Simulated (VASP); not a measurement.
# C in VASP: further runs

The runs below take C through single point, with PBE+D3(BJ).

Everything below comes from runs of VASP 6.6.1. Logs are shortened: lines on timing, memory, paths and dates and some standing lists are left out, and cuts for length are marked.

## (1) The cell of the first run

The cell holds a slab with vacuum, 2 atoms: a = 2.281 Å, b = 2.281 Å, c = 26.002 Å, α = 90.00°, β = 90.00°, γ = 120.00°.

## (2) Single point, PBE+D3(BJ)

INCAR reads:

```
PREC = Accurate ; ENCUT = 520
EDIFF = 1E-6 ; ISMEAR = 0
SIGMA = 0.1 ; LREAL = F
LASPH = T ; NELM = 60
ALGO = Normal ; ISIF = 2
LWAVE = F ; LCHARG = F
LDIPOL = T ; IDIPOL = 3
DIPOL = 0.5 0.5 0.500 ; GGA = PE
IVDW = 12 ; NBANDS = 11
```

KPOINTS reads:

```
regular mesh
0
Gamma
  21 21 1
```

POSCAR reads:

```
C
1.0
    2.2810000000      0.0000000000      0.0000000000
   -1.1405000000      1.9754039460      0.0000000000
    0.0000000000      0.0000000000     26.0024170307
C
2
Direct
    0.6666666667      0.3333333333      0.5109797485
    0.3333333333      0.6666666667      0.4890202515
```

Potentials or basis: VASP PAW PBE potentials, release 64 (C).

Run with:

```sh
$ cat potpaw_PBE.64/C/POTCAR > POTCAR
$ mpirun -np 1 vasp_std > vasp.out
```

OUTCAR:

```text
PREC = Accurate
   ENCUT = 520
   EDIFF = 1E-6
   ISMEAR = 0
   LREAL = F
   LASPH = T
   NELM = 60
   ISIF = 2
   GGA = PE
   IVDW = 12
 IVDW          = 12

 ion  position               nearest neighbor table
   1  0.667  0.333  0.511-   2 1.44   2 1.44   2 1.44
   2  0.333  0.667  0.489-   1 1.44   1 1.44   1 1.44

  LATTYP: Found a hexagonal cell.
 ALAT       =     2.2810000000
 C/A-ratio  =    11.3995690621

  Lattice vectors:

 A1 = (   2.2810000000,   0.0000000000,   0.0000000000)
 A2 = (  -1.1405000000,   1.9754039460,   0.0000000000)
 A3 = (   0.0000000000,   0.0000000000,  26.0024170307)

Analysis of symmetry for initial positions (statically):
=====================================================================
 Subroutine PRICEL returns:
 Original cell was already a primitive cell.

 Routine SETGRP: Setting up the symmetry group for a
 hexagonal supercell.

 Subroutine GETGRP returns: Found 12 space group operations
 (whereof 12 operations were pure point group operations)
 out of a pool of 24 trial point group operations.

The static configuration has the point symmetry D_3d.

Analysis of symmetry for dynamics (positions and initial velocities):
=====================================================================
 Subroutine PRICEL returns:
 Original cell was already a primitive cell.

 Routine SETGRP: Setting up the symmetry group for a
 hexagonal supercell.

 Subroutine GETGRP returns: Found 12 space group operations
 (whereof 12 operations were pure point group operations)
 out of a pool of 24 trial point group operations.

The dynamic configuration has the point symmetry D_3d.

 Subroutine INISYM returns: Found 12 space group operations
 (whereof 12 operations are pure point group operations),
 and found     1 'primitive' translations

----------------------------------------------------------------------------------------

                                     Primitive cell

  volume of cell :     117.1642

  direct lattice vectors                    reciprocal lattice vectors
     2.281000000  0.000000000  0.000000000     0.438404209  0.253112788  0.000000000
    -1.140500000  1.975403946  0.000000000     0.000000000  0.506225576  0.000000000
     0.000000000  0.000000000 26.002417031     0.000000000  0.000000000  0.038457963

  length of vectors
     2.281000000  2.281000000 26.002417031     0.506225576  0.506225576  0.038457963

  position of ions in fractional coordinates (direct lattice)
     0.666666667  0.333333333  0.510979748
     0.333333333  0.666666667  0.489020252

  ion indices of the primitive-cell ions
   primitive index   ion index
                 1           1
                 2           2

----------------------------------------------------------------------------------------

 KPOINTS: regular mesh

Automatic generation of k-mesh.
 Grid dimensions read from file:
 generate k-points for:   21   21    1

 Generating k-lattice:

  Cartesian coordinates                     Fractional coordinates (reciprocal lattice)
     0.020876391  0.012052990  0.000000000     0.047619048  0.000000000  0.000000000
     0.000000000  0.024105980  0.000000000     0.000000000  0.047619048  0.000000000
     0.000000000  0.000000000  0.038457963     0.000000000  0.000000000  1.000000000

  Length of vectors
     0.024105980  0.024105980  0.038457963

  Shift w.r.t. Gamma in fractional coordinates (k-lattice)
     0.000000000  0.000000000  0.000000000

 Subroutine IBZKPT returns following result:
 ===========================================

 Found     48 irreducible k-points:

 Following reciprocal coordinates:
            Coordinates               Weight
  0.000000  0.000000  0.000000      1.000000
  0.047619  0.000000  0.000000      6.000000
  0.095238 -0.000000  0.000000      6.000000
  0.142857  0.000000  0.000000      6.000000
  0.190476 -0.000000  0.000000      6.000000
  0.238095 -0.000000  0.000000      6.000000
[... 16 lines left out ...]
  0.142857  0.095238  0.000000     12.000000
  0.190476  0.095238  0.000000     12.000000
 [... further k-points ...]
   k-points           NKPTS =     48   k-points in BZ     NKDIM =     48   number of bands    NBANDS=     11
   number of dos      NEDOS =    301   number of ions     NIONS =      2
   total plane-waves  NPLWV =  63504
   dimension x,y,z NGX =    18 NGY =   18 NGZ =  196
   dimension x,y,z NGXF=    36 NGYF=   36 NGZF=  392
   ions per type =               2
   NGX,Y,Z   is equivalent  to a cutoff of  13.12, 13.12, 12.53 a.u.
   NGXF,Y,Z  is equivalent  to a cutoff of  26.24, 26.24, 25.06 a.u.
 SYSTEM =  unknown system
   PREC   = accura    normal or accurate (medium, high low for compatibility)
   ISTART =      0    job   : 0-new  1-cont  2-samecut
   ICHARG =      2    charge: 1-file 2-atom 10-const
   ISPIN  =      1    spin polarized calculation?
   LNONCOLLINEAR =      F non collinear calculations
   LSORBIT =      F    spin-orbit coupling
   LASPH  =      T    aspherical Exc in radial PAW
   ENCUT  =  520.0 eV  38.22 Ry    6.18 a.u.   4.24  4.24 48.35*2*pi/ulx,y,z
   NELM   =     60;   NELMIN=  2; NELMDL= -5     # of ELM steps
   EDIFF  = 0.1E-05   stopping-criterion for ELM
   LREAL  =      F    real-space projection
   EDIFFG = 0.1E-04   stopping-criterion for IOM
   NSW    =      0    number of steps for IOM
   IBRION =     -1    ionic relax: 0-MD 1-quasi-New 2-CG
   NFREE  =      0    steps in history (QN), initial steepest desc. (CG)
   ISIF   =      2    stress and relaxation
   ISYM   =      2    0-nonsym 1-usesym 2-fastsym
   POTIM  = 0.5000    time-step for ionic-motion
   TEBEG  =    0.0;   TEEND  =   0.0 temperature during run
   PSTRESS=    0.0 pullay stress
   NELECT =       8.0000    total number of electrons
   NUPDOWN=      -1.0000    fix difference up-down
   EMIN   =  10.00;   EMAX   =-10.00  energy-range for DOS
   EFERMI =   0.00;   METHOD = LEGACY
   ISMEAR =     0;   SIGMA  =   0.10  broadening in eV -4-tet -1-fermi 0-gaus
   EFERMI_NEDOS =   21; number of points for ismear=-14 and -15
   IALGO  =     38    algorithm
   IMIX   =      4    mixing-type and parameters
     AMIX     =   0.40;   BMIX     =  1.00
     AMIX_MAG =   1.60;   BMIX_MAG =  1.00
  volume/ion in A,a.u.               =      58.58       395.33
  Fermi-wavevector in a.u.,A,eV,Ry     =   0.669124  1.264461  6.091692  0.447727
  Thomas-Fermi vector in A             =   1.744244
   LORBIT       =      0    0 simple, 1 ext, 2 COOP (PROOUT), +10 PAW based schemes
   GGA     = PE    functional components
   LHFCALC =     F    Hartree Fock is set to
   AEXX    =    0.0000 exact exchange contribution
   IVDW    =    12    specifies the selected vdW correction
   LEPSILON=     F    determine dielectric tensor
   LRPA    =     F    only Hartree local field effects (RPA)
 non-spin polarized calculation
 Gauss-broadening in eV      SIGMA  =   0.10
  energy-cutoff  :      520.00
  volume of cell :      117.16
 maximum number of plane-waves:      3211
 NGX is ok and might be reduce to    18
   NGX =  9   NGY =  9   NGZ = 97

 number of electron       7.9999998 magnetization

 dipolmoment           0.000000      0.000000     -0.000000 electrons x Angstroem

 Free energy of the ion-electron system (eV)
  ---------------------------------------------------
  ext. energy  EPLUGINS =         0.00000000
  ---------------------------------------------------
  free energy    TOTEN  =       -14.85607955 eV

  energy without entropy =      -14.85307299  energy(sigma->0) =      -14.85457627

 E-fermi :  -2.3277     XC(G=0):  -1.8601

 val. band max:       -2.4302163282   @ k =   0.0476   0.0000   0.0000
 cond. band min:      -2.3085800583   @ k =   0.4762   0.0476   0.0000
 fundamental gap:      0.1216362699
 Fermi energy:        -2.3277270614

 k-point     1 :       0.0000    0.0000    0.0000
  band No.  band energies     occupation
      1     -22.9146      2.00000
      2     -11.1114      2.00000
      3      -2.1664      0.02254
      4      -2.1311      0.00543
      5      -2.1311      0.00543
      6       1.0256      0.00000
      7       1.2458      0.00000
      8       1.7113      0.00000
      9       1.7661      0.00000
     10       2.7675      0.00000
     11       2.9840      0.00000

 k-point     2 :       0.0476    0.0000    0.0000
  band No.  band energies     occupation
      1     -22.8496      2.00000
      2     -11.0425      2.00000
      3      -2.4302      1.85278
      4      -2.2875      0.56942
      5      -2.1044      0.00159
      6       1.1133      0.00000
      7       1.3325      0.00000
      8       1.7947      0.00000
      9       1.8536      0.00000
     10       2.8488      0.00000
     11       3.0714      0.00000

 k-point     3 :       0.0952   -0.0000    0.0000
  band No.  band energies     occupation
      1     -22.6548      2.00000
      2     -10.8373      2.00000
      3      -3.2547      2.00000
      4      -2.7079      2.00000
      5      -1.9224      0.00000
      6       1.3749      0.00000
      7       1.5923      0.00000
      8       2.0441      0.00000
      9       2.1154      0.00000
     10       3.0913      0.00000
     11       3.3327      0.00000

 k-point     4 :       0.1429    0.0000    0.0000
  band No.  band energies     occupation
      1     -22.3306      2.00000
      2     -10.5019      2.00000
      3      -4.4464      2.00000
      4      -3.2870      2.00000
      5      -1.6346      0.00000
      6       1.8080      0.00000
      7       2.0244      0.00000
      8       2.4561      0.00000
      9       2.5507      0.00000
     10       3.4904      0.00000
     11       3.7664      0.00000

 k-point     5 :       0.1905   -0.0000    0.0000
  band No.  band energies     occupation
      1     -21.8778      2.00000
      2     -10.0538      2.00000
      3      -5.8428      2.00000
      4      -3.9245      2.00000
      5      -1.2708      0.00000
      6       2.4116      0.00000
      7       2.6260      0.00000
      8       3.0226      0.00000
      9       3.1590      0.00000
     10       4.0347      0.00000
     11       4.3716      0.00000
[... 211 lines left out ...]
 k-point    21 :       0.4762    0.0476    0.0000
  band No.  band energies     occupation
      1     -16.2947      2.00000
      2     -15.4111      2.00000
      3      -6.6262      2.00000
      4      -4.8569      2.00000
      5      -2.3086      0.78656
      6       7.3248      0.00000
      7       7.8742      0.00000
      8       9.4905      0.00000
      9      10.5824      0.00000
     10      10.5933      0.00000
     11      10.9625      0.00000

 k-point    22 :       0.0952    0.0952    0.0000
  band No.  band energies     occupation
      1     -22.1364      2.00000
      2     -10.3045      2.00000
      3      -4.8414      2.00000
      4      -3.8888      2.00000
      5      -1.4713      0.00000
      6       2.0678      0.00000
      7       2.2830      0.00000
      8       2.7011      0.00000
      9       2.8118      0.00000
     10       3.7272      0.00000
     11       4.0268      0.00000

 k-point    23 :       0.1429    0.0952    0.0000
  band No.  band energies     occupation
      1     -21.6842      2.00000
      2      -9.8665      2.00000
      3      -5.9949      2.00000
      4      -4.6826      2.00000
      5      -1.1270      0.00000
      6       2.6713      0.00000
      7       2.8825      0.00000
      8       3.2630      0.00000
      9       3.4200      0.00000
     10       4.2666      0.00000
     11       4.6319      0.00000

 k-point    24 :       0.1905    0.0952    0.0000
  band No.  band energies     occupation
      1     -21.1048      2.00000
      2      -9.4097      2.00000
      3      -7.2463      2.00000
      4      -5.4016      2.00000
      5      -0.7751      0.00000
      6       3.4437      0.00000
      7       3.6368      0.00000
      8       3.9605      0.00000
      9       4.2008      0.00000
     10       4.9292      0.00000
     11       5.4071      0.00000

 [... further k-points ...]

------------------------ aborting loop because EDIFF is reached ----------------------------------------

 vacuum level on the upper side and lower side of the slab       (xc-potential included)        -0.010        -0.010

 Edisp (eV)   -0.15972

 E8    (eV) :    -0.0499

  FORCE on cell =-STRESS in cart. coord.  units (eV):
  Direction    XX          YY          ZZ          XY          YZ          ZX
  --------------------------------------------------------------------------------------
  -------------------------------------------------------------------------------------
  Total      10.07014    10.07014    -5.55562     0.00000     0.00000     0.00000
  in kB     137.70541   137.70541   -75.97108     0.00000     0.00000     0.00000
  external pressure =       66.48 kB  Pullay stress =        0.00 kB

 VOLUME and BASIS-vectors are now :
 -----------------------------------------------------------------------------
  energy-cutoff  :      520.00
  volume of cell :      117.16
      direct lattice vectors                 reciprocal lattice vectors
     2.281000000  0.000000000  0.000000000     0.438404209  0.253112788  0.000000000
    -1.140500000  1.975403946  0.000000000     0.000000000  0.506225576  0.000000000
     0.000000000  0.000000000 26.002417031     0.000000000  0.000000000  0.038457963

 POSITION                                       TOTAL-FORCE (eV/Angst)
 -----------------------------------------------------------------------------------
      1.14050      0.65847     13.28671         0.000000     -0.000000     -9.706193
     -0.00000      1.31694     12.71571        -0.000000      0.000000      9.706193
 -----------------------------------------------------------------------------------
    total drift:                                0.000000     -0.000000     -0.000000

  FREE ENERGIE OF THE ION-ELECTRON SYSTEM (eV)
  ---------------------------------------------------
  free  energy   TOTEN  =       -15.0158031084 eV

  energy  without entropy=      -15.0127965465  energy(sigma->0) =      -15.01429983

 vacuum level on the upper side and lower side of the slab         1.265         1.265
```

It took 63 s on 1 thread of AMD EPYC 7R13 (Zen 3), shared host; peak memory 0.22 GiB.

Results:

* Free energy: -15.0158 eV
* Largest force: 9.706 eV/Å
* Band gap on the k mesh: zero (band 4 reaches -2.13 eV, above the bottom of band 5 at -2.81 eV)
* Dispersion energy per atom: -0.080 eV

Forces on the atoms (eV/Å):
```
C    0.000  0.000 -9.706
C    0.000  0.000  9.706
```

## (3) Single point, PBE+D3(BJ)

INCAR reads:

```
PREC = Accurate
ENCUT = 520
EDIFF = 1E-6
ISMEAR = 0
SIGMA = 0.1
LREAL = False
LASPH = True
NELM = 100
ALGO = Normal
ISIF = 2
LWAVE = False
LCHARG = True
LDIPOL = True
IDIPOL = 3
DIPOL = 0.5 0.5 0.500
GGA = PE
IVDW = 12
LELF = True
LVHAR = True
LVACPOTAV = True
NBANDS = 11
```

KPOINTS reads:

```
Automatic mesh
0
Gamma
  21 21 1
```

POSCAR reads:

```
C
1.0
    2.2810000000      0.0000000000      0.0000000000
   -1.1405000000      1.9754039460      0.0000000000
    0.0000000000      0.0000000000     26.0024170307
C
2
Direct
    0.6666666667      0.3333333333      0.5164792373
    0.3333333333      0.6666666667      0.4835207627
```

Potentials or basis: VASP PAW PBE potentials, release 64 (C).

Run with:

```sh
$ cat potpaw_PBE.64/C/POTCAR > POTCAR
$ mpirun -np 1 vasp_std > vasp.out
```

OUTCAR:

```text
PREC = Accurate
   ENCUT = 520
   EDIFF = 1E-6
   ISMEAR = 0
   LREAL = False
   LASPH = True
   NELM = 100
   ISIF = 2
   GGA = PE
   IVDW = 12
 IVDW          = 12

 ion  position               nearest neighbor table
   1  0.667  0.333  0.516-   2 1.57   2 1.57   2 1.57
   2  0.333  0.667  0.484-   1 1.57   1 1.57   1 1.57

  LATTYP: Found a hexagonal cell.
 ALAT       =     2.2810000000
 C/A-ratio  =    11.3995690621

  Lattice vectors:

 A1 = (   2.2810000000,   0.0000000000,   0.0000000000)
 A2 = (  -1.1405000000,   1.9754039460,   0.0000000000)
[... 529 lines left out ...]

  FORCE on cell =-STRESS in cart. coord.  units (eV):
  Direction    XX          YY          ZZ          XY          YZ          ZX
  --------------------------------------------------------------------------------------
  -------------------------------------------------------------------------------------
  Total       4.95928     4.95928    -6.40856     0.00000     0.00000     0.00000
  in kB      67.81636    67.81636   -87.63476     0.00000     0.00000     0.00000
  external pressure =       16.00 kB  Pullay stress =        0.00 kB

 VOLUME and BASIS-vectors are now :
 -----------------------------------------------------------------------------
  energy-cutoff  :      520.00
  volume of cell :      117.16
      direct lattice vectors                 reciprocal lattice vectors
     2.281000000  0.000000000  0.000000000     0.438404209  0.253112788  0.000000000
    -1.140500000  1.975403946  0.000000000     0.000000000  0.506225576  0.000000000
     0.000000000  0.000000000 26.002417031     0.000000000  0.000000000  0.038457963

 POSITION                                       TOTAL-FORCE (eV/Angst)
 -----------------------------------------------------------------------------------
      1.14050      0.65847     13.42971        -0.000000      0.000000     -7.461920
     -0.00000      1.31694     12.57271         0.000000     -0.000000      7.461920
 -----------------------------------------------------------------------------------
    total drift:                                0.000000      0.000000     -0.000000

  FREE ENERGIE OF THE ION-ELECTRON SYSTEM (eV)
  ---------------------------------------------------
  free  energy   TOTEN  =       -12.4591310953 eV

  energy  without entropy=      -12.4519740552  energy(sigma->0) =      -12.45555258

 vacuum level on the upper side and lower side of the slab         1.502         1.502
```

It took 79 s on 1 thread of AMD EPYC 7R13 (Zen 3), shared host; peak memory 0.22 GiB.

What came out:

```yaml
Free_energy: -12.4591 eV
Largest_force: 7.462 eV/Å
Band_gap_on_the_k_mesh: zero (band 4 reaches -1.82 eV, above the bottom of band 5 at -4.82 eV)
Dispersion_energy_per_atom: -0.080 eV
```

Forces on the atoms (eV/Å):
```
C    0.000  0.000 -7.462
C    0.000  0.000  7.462
```

[end of part 1 of 2]
